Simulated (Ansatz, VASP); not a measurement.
Sc3Te2: VASP beside Ansatz

File INCAR:

```
SYSTEM = Sc3Te2
  PREC = Accurate
  ENCUT = 520
  EDIFF = 1E-7
  ISMEAR = 0
  SIGMA = 0.1
  LREAL = .False.
  LASPH = .True.
  NELM = 100
  ALGO = Fast
  ISIF = 2
  LWAVE = .False.
  LCHARG = .False.
  GGA = PE
  NBANDS = 30
```

The input KPOINTS:

```
regular mesh
0
Gamma
  6 6 4
  0 0 0
```

POSCAR

```
Sc3Te2
1.0
    4.6724615000      0.0000000000      0.0000000000
   -2.3362307500      4.0464703500      0.0000000000
    0.0000000000      0.0000000000      6.5610773000
Sc Te
3 2
Direct
    0.5000000000      0.0000000000      0.0000000000
    0.0000000000      0.5000000000      0.0000000000
    0.5000000000      0.5000000000      0.0000000000
    0.3333333300      0.6666666700      0.5000000000
    0.6666666700      0.3333333300      0.5000000000
```

Input for Ansatz:

```yaml
crystal:
  lattice:
    - [4.6724615, 0.0, 0.0]
    - [-2.33623075, 4.04647035, 0.0]
    - [0.0, 0.0, 6.5610773]
  atoms:
    - { symbol: Sc, position: [0.5, 0.0, 0.0] }
    - { symbol: Sc, position: [0.0, 0.5, 0.0] }
    - { symbol: Sc, position: [0.5, 0.5, 0.0] }
    - { symbol: Te, position: [0.33333333, 0.66666667, 0.5] }
    - { symbol: Te, position: [0.66666667, 0.33333333, 0.5] }
basis:
  ecutwfc: 420
kpoints:
  mp_grid: { grid: [6, 6, 4] }
hamiltonian:
  xc: pbe
scf:
  occupations: { method: gaussian, width: 0.1 }
  lower_state_search: "off"
output:
  forces: true
  stress: true
  eigenvalues: true
```

Alike in both runs: task single point; functional PBE; k mesh 6 × 6 × 4; occupations gaussian, width 0.1 eV; no spin polarisation.

|  | VASP | Ansatz |
| --- | --- | --- |
| version | VASP 6.6.1 | Ansatz 0.2.0 |
| potentials or method | VASP PAW PBE potentials, release 64 (Sc_sv, Te), cutoff 520 eV | scalar-relativistic, plane waves, PAW |
| valence electrons in the cell | 45 | 65 |

```csv
,VASP,Ansatz,Ansatz less VASP
gap on the k mesh at the Fermi level (eV),none,none,-
pressure (GPa),20.9,20.5,-0.41
"traceless stress, the component that is largest in VASP (GPa)",-30.91,-30.58,+0.334
```

A gap of «none» marks a metal or a gap that the smearing closes. VASP's potentials hold 45 valence electrons a cell and Ansatz's 65, so a difference there can come from the potentials and not from the codes.

Neither program's run includes spin-orbit coupling.
